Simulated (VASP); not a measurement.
# VZn2As2O8 (P-1) in VASP: single point with r2SCAN

Aim: the single point of VZn2As2O8 with r2SCAN.

Everything below comes from runs of VASP 6.6.1. Logs are shortened: lines on timing, memory, paths and dates and some standing lists are left out, and cuts for length are marked.

## (1) The cell of the first run

The typed cell holds 13 atoms: a = 5.148 Å, b = 6.827 Å, c = 5.360 Å, α = 111.00°, β = 112.50°, γ = 86.00°.

## (2) Single point, r2SCAN

Input file POSCAR:

```
VZn2As2O8
1.0
    5.1478384500      0.0000000000      0.0000000000
    0.4762106900      6.8100753800      0.0000000000
   -2.0512672200     -1.7821839900      4.6204025800
Zn V As O
2 1 2 8
Direct
    0.2332000000      0.1855000000      0.7420000000
    0.7668000000      0.8145000000      0.2580000000
    0.5000000000      0.5000000000      0.5000000000
    0.8607000000      0.2785000000      0.1360000000
    0.1393000000      0.7215000000      0.8640000000
    0.1800000000      0.3420000000      0.1230000000
    0.8200000000      0.6580000000      0.8770000000
    0.8920000000      0.1160000000      0.3390000000
    0.1080000000      0.8840000000      0.6610000000
    0.6500000000      0.1630000000      0.7550000000
    0.3500000000      0.8370000000      0.2450000000
    0.7480000000      0.5270000000      0.2830000000
    0.2520000000      0.4730000000      0.7170000000
```

Input file INCAR.step1:

```
SYSTEM = VZn2As2O8
PREC = Accurate ; ENCUT = 520
ISMEAR = 0 ; SIGMA = 0.0859
LREAL = .False. ; LASPH = .True.
NELM = 80 ; NBANDS = 60
GGA = PE ; ALGO = Normal
EDIFF = 1E-4 ; LWAVE = .True.
LCHARG = .False.
```

Input file INCAR.step2:

```
SYSTEM = VZn2As2O8
PREC = Accurate ; ENCUT = 520
EDIFF = 1E-7 ; ISMEAR = 0
SIGMA = 0.0859 ; LREAL = .False.
LASPH = .True. ; NELM = 80
ALGO = Normal ; ISIF = 2
LWAVE = .False. ; LCHARG = .False.
METAGGA = R2SCAN ; LMIXTAU = .True.
NBANDS = 60 ; ISTART = 1
```

Input file KPOINTS:

```
Automatic mesh
0
Gamma
  4 3 4
  0 0 0.5
```

Potentials or basis: VASP PAW PBE potentials, release 64 (Zn, V_sv, As, O).

The run is started by

```console
cat potpaw_PBE.64/Zn/POTCAR potpaw_PBE.64/V_sv/POTCAR potpaw_PBE.64/As/POTCAR potpaw_PBE.64/O/POTCAR > POTCAR
cp INCAR.step1 INCAR
mpirun -np 1 vasp_std > vasp.out
cp INCAR.step2 INCAR
mpirun -np 1 vasp_std > vasp.out
```

OUTCAR:

```text
SYSTEM = VZn2As2O8
   PREC = Accurate
   ENCUT = 520
   EDIFF = 1E-7
   ISMEAR = 0
   LREAL = .False.
   LASPH = .True.
   NELM = 80
   ISIF = 2
   METAGGA = R2SCAN
   ISTART = 1

 ion  position               nearest neighbor table
   1  0.233  0.185  0.742-  13 2.03   9 2.04   6 2.05   8 2.11  10 2.12
   2  0.767  0.815  0.258-  12 2.03   8 2.04   7 2.05   9 2.11  11 2.12
   3  0.500  0.500  0.500-   6 2.02   7 2.02  12 2.08  13 2.08
   4  0.861  0.279  0.136-  12 1.76   6 1.76   8 1.77  10 1.80
   5  0.139  0.721  0.864-  13 1.76   7 1.76   9 1.77  11 1.80
   6  0.180  0.342  0.123-   4 1.76   3 2.02   1 2.05
   7  0.820  0.658  0.877-   5 1.76   3 2.02   2 2.05
   8  0.892  0.116  0.339-   4 1.77   2 2.04   1 2.11
   9  0.108  0.884  0.661-   5 1.77   1 2.04   2 2.11
  10  0.650  0.163  0.755-   4 1.80   1 2.12
  11  0.350  0.837  0.245-   5 1.80   2 2.12
  12  0.748  0.527  0.283-   4 1.76   2 2.03   3 2.08
  13  0.252  0.473  0.717-   5 1.76   1 2.03   3 2.08

  LATTYP: Found a triclinic cell.
 ALAT       =    13.1496394948
 B/A-ratio  =     1.0116670598
 C/A-ratio  =     1.0496296709
 COS(alpha) =     0.0005946293
 COS(beta)  =     0.5537477290
 COS(gamma) =     0.8303066714

  Lattice vectors:

 A1 = (   8.7741622000,  -3.2457074000,  -9.2408051600)
 A2 = (  12.3469441200,   1.7821839900,  -4.6204025800)
 A3 = (  -1.9977253900, -10.0557827800,  -9.2408051600)

Analysis of symmetry for initial positions (statically):
=====================================================================
 Subroutine PRICEL returns:
 Original cell was already a primitive cell.

 Routine SETGRP: Setting up the symmetry group for a
 triclinic supercell.

 Subroutine GETGRP returns: Found  2 space group operations
 (whereof  2 operations were pure point group operations)
 out of a pool of  2 trial point group operations.

The static configuration has the point symmetry S_2 .

Analysis of symmetry for dynamics (positions and initial velocities):
=====================================================================
 Subroutine PRICEL returns:
 Original cell was already a primitive cell.

 Routine SETGRP: Setting up the symmetry group for a
 triclinic supercell.

 Subroutine GETGRP returns: Found  2 space group operations
 (whereof  2 operations were pure point group operations)
 out of a pool of  2 trial point group operations.

The dynamic configuration has the point symmetry S_2 .

 Subroutine INISYM returns: Found  2 space group operations
 (whereof  2 operations are pure point group operations),
 and found     1 'primitive' translations

----------------------------------------------------------------------------------------

                                     Primitive cell

  volume of cell :     161.9782

  direct lattice vectors                    reciprocal lattice vectors
     5.147838450  0.000000000  0.000000000     0.194256290 -0.013583832  0.081002178
     0.476210690  6.810075380  0.000000000     0.000000000  0.146841253  0.056639681
    -2.051267220 -1.782183990  4.620402580     0.000000000  0.000000000  0.216431357

  length of vectors
     5.147838450  6.826705157  5.360223595     0.210906092  0.157386172  0.216431357

  position of ions in fractional coordinates (direct lattice)
     0.233200000  0.185500000  0.742000000
     0.766800000  0.814500000  0.258000000
     0.500000000  0.500000000  0.500000000
     0.860700000  0.278500000  0.136000000
     0.139300000  0.721500000  0.864000000
     0.180000000  0.342000000  0.123000000
     0.820000000  0.658000000  0.877000000
     0.892000000  0.116000000  0.339000000
     0.108000000  0.884000000  0.661000000
     0.650000000  0.163000000  0.755000000
     0.350000000  0.837000000  0.245000000
     0.748000000  0.527000000  0.283000000
     0.252000000  0.473000000  0.717000000

  ion indices of the primitive-cell ions
   primitive index   ion index
                 1           1
                 2           2
                 3           3
                 4           4
                 5           5
                 6           6
                 7           7
                 8           8
                 9           9
                10          10
                11          11
                12          12
                13          13

----------------------------------------------------------------------------------------

 KPOINTS: Automatic mesh

Automatic generation of k-mesh.
 Grid dimensions read from file:
 generate k-points for:    4    3    4

 Generating k-lattice:

  Cartesian coordinates                     Fractional coordinates (reciprocal lattice)
     0.048564073 -0.003395958  0.020250544     0.250000000  0.000000000  0.000000000
     0.000000000  0.048947084  0.018879894     0.000000000  0.333333333  0.000000000
     0.000000000  0.000000000  0.054107839     0.000000000  0.000000000  0.250000000

  Length of vectors
     0.052726523  0.052462057  0.054107839

  Shift w.r.t. Gamma in fractional coordinates (k-lattice)
     0.000000000  0.000000000  0.500000000

 Subroutine IBZKPT returns following result:
 ===========================================

 Found     24 irreducible k-points:

 Following reciprocal coordinates:
            Coordinates               Weight
  0.000000  0.000000  0.125000      2.000000
  0.250000  0.000000  0.125000      2.000000
  0.500000  0.000000  0.125000      2.000000
 -0.250000  0.000000  0.125000      2.000000
  0.000000  0.333333  0.125000      2.000000
  0.250000  0.333333  0.125000      2.000000
[... 16 lines left out ...]
  0.500000 -0.333333  0.375000      2.000000
 -0.250000 -0.333333  0.375000      2.000000
   k-points           NKPTS =     24   k-points in BZ     NKDIM =     24   number of bands    NBANDS=     60
   number of dos      NEDOS =    301   number of ions     NIONS =     13
   total plane-waves  NPLWV =  86400
   dimension x,y,z NGX =    40 NGY =   54 NGZ =   40
   dimension x,y,z NGXF=    80 NGYF=  108 NGZF=   80
   ions per type =               2   1   2   8
   NGX,Y,Z   is equivalent  to a cutoff of  12.92, 13.15, 12.41 a.u.
   NGXF,Y,Z  is equivalent  to a cutoff of  25.84, 26.30, 24.81 a.u.
 SYSTEM =  VZn2As2O8
   PREC   = accura    normal or accurate (medium, high low for compatibility)
   ISTART =      1    job   : 0-new  1-cont  2-samecut
   ICHARG =      0    charge: 1-file 2-atom 10-const
   ISPIN  =      1    spin polarized calculation?
   LNONCOLLINEAR =      F non collinear calculations
   LSORBIT =      F    spin-orbit coupling
   LASPH  =      T    aspherical Exc in radial PAW
   ENCUT  =  520.0 eV  38.22 Ry    6.18 a.u.   9.57 12.69  9.97*2*pi/ulx,y,z
   NELM   =     80;   NELMIN=  2; NELMDL=  0     # of ELM steps
   EDIFF  = 0.1E-06   stopping-criterion for ELM
   LREAL  =      F    real-space projection
   EDIFFG = 0.1E-05   stopping-criterion for IOM
   NSW    =      0    number of steps for IOM
   IBRION =     -1    ionic relax: 0-MD 1-quasi-New 2-CG
   NFREE  =      0    steps in history (QN), initial steepest desc. (CG)
   ISIF   =      2    stress and relaxation
   ISYM   =      2    0-nonsym 1-usesym 2-fastsym
   POTIM  = 0.5000    time-step for ionic-motion
   TEBEG  =    0.0;   TEEND  =   0.0 temperature during run
   PSTRESS=    0.0 pullay stress
   NELECT =      95.0000    total number of electrons
   NUPDOWN=      -1.0000    fix difference up-down
   EMIN   =  10.00;   EMAX   =-10.00  energy-range for DOS
   EFERMI =   0.00;   METHOD = LEGACY
   ISMEAR =     0;   SIGMA  =   0.09  broadening in eV -4-tet -1-fermi 0-gaus
   EFERMI_NEDOS =   21; number of points for ismear=-14 and -15
   IALGO  =     38    algorithm
   IMIX   =      4    mixing-type and parameters
     AMIX     =   0.40;   BMIX     =  1.00
     AMIX_MAG =   1.60;   BMIX_MAG =  1.00
  volume/ion in A,a.u.               =      12.46        84.08
  Fermi-wavevector in a.u.,A,eV,Ry     =   1.370347  2.589580 25.549704  1.877850
  Thomas-Fermi vector in A             =   2.496141
   LORBIT       =      0    0 simple, 1 ext, 2 COOP (PROOUT), +10 PAW based schemes
   METAGGA = R2SCAN    functional components
   LHFCALC =     F    Hartree Fock is set to
   AEXX    =    0.0000 exact exchange contribution
   IVDW    =     0    specifies the selected vdW correction
   LEPSILON=     F    determine dielectric tensor
   LRPA    =     F    only Hartree local field effects (RPA)
 non-spin polarized calculation
 Gauss-broadening in eV      SIGMA  =   0.09
  energy-cutoff  :      520.00
  volume of cell :      161.98
 maximum number of plane-waves:      4388
 NGX is ok and might be reduce to    40
   NGX = 19   NGY = 25   NGZ = 19

 number of electron      95.0000012 magnetization

 Free energy of the ion-electron system (eV)
  ---------------------------------------------------
  ext. energy  EPLUGINS =         0.00000000
  ---------------------------------------------------
  free energy    TOTEN  =      -126.28490814 eV

  energy without entropy =     -126.24188215  energy(sigma->0) =     -126.26339515

 E-fermi :   4.4284     XC(G=0): -10.9950

 val. band max:        4.4265881244   @ k =   0.2500   0.0000   0.1250
 cond. band min:       4.4312098893   @ k =  -0.2500   0.3333   0.1250
 fundamental gap:      0.0046217649
 Fermi energy:         4.4283862950

 k-point     1 :       0.0000    0.0000    0.1250
  band No.  band energies     occupation
      1     -63.1933      2.00000
      2     -36.3900      2.00000
      3     -35.9122      2.00000
      4     -35.5659      2.00000
      5     -19.1563      2.00000
      6     -18.4342      2.00000
[... 51 lines left out ...]
     58       9.4710      0.00000
     59       9.9914      0.00000

 k-point     2 :       0.2500    0.0000    0.1250
  band No.  band energies     occupation
      1     -63.1933      2.00000
      2     -36.3901      2.00000
      3     -35.9123      2.00000
      4     -35.5660      2.00000
      5     -19.0141      2.00000
      6     -18.4830      2.00000
[... 51 lines left out ...]
     58       9.4065      0.00000
     59       9.7701      0.00000

 k-point     3 :       0.5000    0.0000    0.1250
  band No.  band energies     occupation
      1     -63.1933      2.00000
      2     -36.3901      2.00000
      3     -35.9124      2.00000
      4     -35.5661      2.00000
      5     -18.9120      2.00000
      6     -18.4928      2.00000
[... 1237 lines left out ...]
      4     -35.5661      2.00000
      5     -18.8082      2.00000
      6     -18.5672      2.00000
[... 51 lines left out ...]
     58       9.4266      0.00000
     59       9.9541      0.00000

 k-point    24 :      -0.2500   -0.3333    0.3750
  band No.  band energies     occupation
      1     -63.1933      2.00000
      2     -36.3901      2.00000
      3     -35.9124      2.00000
      4     -35.5660      2.00000
      5     -18.9304      2.00000
      6     -18.5367      2.00000
[... 51 lines left out ...]
     58       9.5259      0.00000
     59       9.8883      0.00000
 [bands above 59 left out]

------------------------ aborting loop because EDIFF is reached ----------------------------------------

  FORCE on cell =-STRESS in cart. coord.  units (eV):
  Direction    XX          YY          ZZ          XY          YZ          ZX
  --------------------------------------------------------------------------------------
  -------------------------------------------------------------------------------------
  Total       -4.1422093     -8.3029959    -13.1377973     -1.3490280      2.3366437      0.0903955
  in kB      -40.9718877    -82.1275294   -129.9500628    -13.3436582     23.1124735      0.8941297
  external PRESSURE =     -84.3498267 kB  Pullay stress =       0.0000000 kB

 VOLUME and BASIS-vectors are now :
 -----------------------------------------------------------------------------
  energy-cutoff  :      520.00
  volume of cell :      161.98
      direct lattice vectors                 reciprocal lattice vectors
     5.147838450  0.000000000  0.000000000     0.194256290 -0.013583832  0.081002178
     0.476210690  6.810075380  0.000000000     0.000000000  0.146841253  0.056639681
    -2.051267220 -1.782183990  4.620402580     0.000000000  0.000000000  0.216431357

 POSITION                                       TOTAL-FORCE (eV/Angst)
 -----------------------------------------------------------------------------------
     -0.23323     -0.05911      3.42834         0.310520     -0.428669     -0.508978
      3.80601      5.08700      1.19206        -0.310520      0.428669      0.508978
      1.78639      2.51395      2.31020        -0.000000     -0.000000      0.000000
      4.28440      1.65423      0.62837        -0.321882     -0.431272     -1.915094
     -0.71161      3.37366      3.99203         0.321882      0.431272      1.915094
      0.83717      2.10984      0.56831         0.250877     -0.367695      1.240587
      2.73561      2.91805      4.05209        -0.250877      0.367695     -1.240587
      3.95173      0.18581      1.56632         0.516295      1.258274     -0.851506
     -0.37895      4.84208      3.05409        -0.516295     -1.258274      0.851506
      1.87501     -0.23551      3.48840        -0.854967      0.386234      2.691472
      1.69777      5.26340      1.13200         0.854967     -0.386234     -2.691472
      3.52104      3.08455      1.30757        -0.764216     -1.567321      0.381347
      0.05174      1.94334      3.31283         0.764216      1.567321     -0.381347
 -----------------------------------------------------------------------------------
    total drift:                               -0.000000      0.000000      0.000000

  FREE ENERGIE OF THE ION-ELECTRON SYSTEM (eV)
  ---------------------------------------------------
  free  energy   TOTEN  =      -126.2849081431 eV

  energy  without entropy=     -126.2418821543  energy(sigma->0) =     -126.26339515
```

It took 66 min on 1 thread of Intel Xeon Platinum 8259CL at 2.50GHz (Skylake/Cascade Lake), shared host; peak memory 0.46 GiB.

Results:

| Item | Value |
| --- | --- |
| Free energy | -126.2849 eV |
| Pressure | -8.4 GPa |
| Largest force | 2.850 eV/Å |
| Band gap on the k mesh | zero (an odd number of electrons rules out a gap without spin polarisation) |

Forces in eV/Å, atoms in the order of the input:
```
Zn   0.311 -0.429 -0.509
Zn  -0.311  0.429  0.509
V    0.000  0.000  0.000
As  -0.322 -0.431 -1.915
As   0.322  0.431  1.915
O    0.251 -0.368  1.241
O   -0.251  0.368 -1.241
O    0.516  1.258 -0.852
O   -0.516 -1.258  0.852
O   -0.855  0.386  2.691
O    0.855 -0.386 -2.691
O   -0.764 -1.567  0.381
O    0.764  1.567 -0.381
```

Stress tensor (GPa, compression positive):
```
 -4.10  -1.33   0.09
 -1.33  -8.21   2.31
  0.09   2.31 -13.00
```

Caveat: the stress differs along the axes, from -13 to -4 GPa; the PAW data sets were made with another functional, which shifts forces and pressure a little; an odd number of electrons without spin polarisation forces a metal; a magnetic or distorted state may lie lower; the run has no spin polarisation, though such a crystal can be magnetic; semilocal functionals often make such compounds metallic where correlation or magnetic order opens a gap, which also shifts bond lengths.
